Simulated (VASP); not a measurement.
## KNbAl4: single point with PBE

The system is KNbAl4.

```
K Al Nb
1.0
     0.00000    3.85633    3.85633
     3.85633    0.00000    3.85633
     3.85633    3.85633    0.00000
K Al Nb
1 4 1
Direct
  0.25000 0.25000 0.25000
  0.62581 0.62581 0.12257
  0.62581 0.12257 0.62581
  0.12257 0.62581 0.62581
  0.62581 0.62581 0.62581
  0.00000 0.00000 0.00000
```

```json
{"Program": "VASP 6.6.1", "Task": "single point", "Functional": "PBE", "Potentials or basis": "VASP PAW PBE potentials, release 64 (K_sv, Al, Nb_sv)", "Cutoff": "520 eV", "k mesh": "4 × 4 × 4", "Occupations": "gaussian, width 0.1 eV", "Spin": "no spin polarisation"}
```

The pressure is -0.1 GPa. The largest force is 0.010 eV/Å and the band gap on the k mesh is zero (band 17 reaches 6.53 eV, above the bottom of band 18 at 4.71 eV).

Forces on the atoms (eV/Å):
```
K    0.000  0.000  0.000
Al   0.006  0.006 -0.006
Al   0.006 -0.006  0.006
Al  -0.006  0.006  0.006
Al  -0.006 -0.006 -0.006
Nb   0.000  0.000  0.000
```

Levels at points of the mesh, in eV from the Fermi level:
| k point | band 14 | band 15 | band 16 | band 17 | band 18 | band 19 | band 20 | band 21 |
| --- | --- | --- | --- | --- | --- | --- | --- | --- |
| (0.00, 0.00, 0.00) | -1.92 | -1.92 | -1.92 | -1.76 | -1.76 | 0.95 | 2.18 | 2.18 |
| (0.50, 0.00, 0.00) | -1.51 | -1.51 | -0.10 | 0.00 | 0.00 | 1.97 | 1.97 | 2.15 |
| (0.50, 0.50, 0.00) | -2.56 | -0.73 | -0.01 | -0.01 | 0.11 | 0.97 | 1.80 | 2.35 |

It took 34 s on 1 thread of Intel(R) Xeon(R) Platinum 8488C (Sapphire Rapids), on a shared host, peak memory 0.25 GiB.
